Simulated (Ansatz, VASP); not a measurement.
## LiF: VASP beside Ansatz

The input INCAR:

```
PREC = Accurate
ENCUT = 520
EDIFF = 1E-6
ISMEAR = -1
SIGMA = 0.02
LREAL = False
LASPH = True
NELM = 100
ALGO = Normal
ISIF = 2
LWAVE = False
LCHARG = False
GGA = PE
NBANDS = 12
```

File KPOINTS:

```
Automatic mesh
0
Gamma
  10 10 10
```

The input POSCAR:

```
LiF
1.0
    2.5162584444      0.0542253695      0.0000000000
    0.0542253695      2.5162584444      0.0000000000
    0.0000000000      0.0000000000      2.5162584444
Li F
1 1
Direct
    0.0000000000      0.0000000000      0.0000000000
    0.5000000000      0.5000000000      0.5000000000
```

Input for Ansatz:

```yaml
crystal:
  lattice:
    - [2.5162584444, 0.0542253695, 0.0]
    - [0.0542253695, 2.5162584444, 0.0]
    - [0.0, 0.0, 2.5162584444]
  atoms:
    - { symbol: Li, position: [0.0, 0.0, 0.0] }
    - { symbol: F, position: [0.5, 0.5, 0.5] }
kpoints:
  mp_grid: { grid: [10, 10, 10] }
  band_path:
    path: [[0.0, 0.0, 0.0], [0.0, 0.5, 0.0], [0.5, 0.5, 0.0], [0.5, 0.5, 0.5]]
    npoints: 1
hamiltonian:
  xc: pbe
scf:
  occupations: { method: fermi_dirac, width: 0.02 }
  n_extra_bands: 4
output:
  forces: true
  stress: true
  eigenvalues: true
```

Change from the starting cell: shear_xy strain +4.3%.

Alike in both runs: task single point; functional PBE; k mesh 10 × 10 × 10; occupations fermi-dirac, width 0.02 eV; no spin polarisation.

```csv
,VASP,Ansatz
version,VASP 6.6.1,Ansatz 0.2.0
potentials or method,"VASP PAW PBE potentials, release 64 (Li_sv, F)","plane waves, PAW"
plane-wave cutoff (eV),520,420
valence electrons in the cell,10,10
```

```tsv
	VASP	Ansatz	Ansatz less VASP
gap on the k mesh at the Fermi level (eV)	7.96	7.95	-0.010
```

Noted on VASP's run: the cutoff is short for stress, so the pressure is rough.
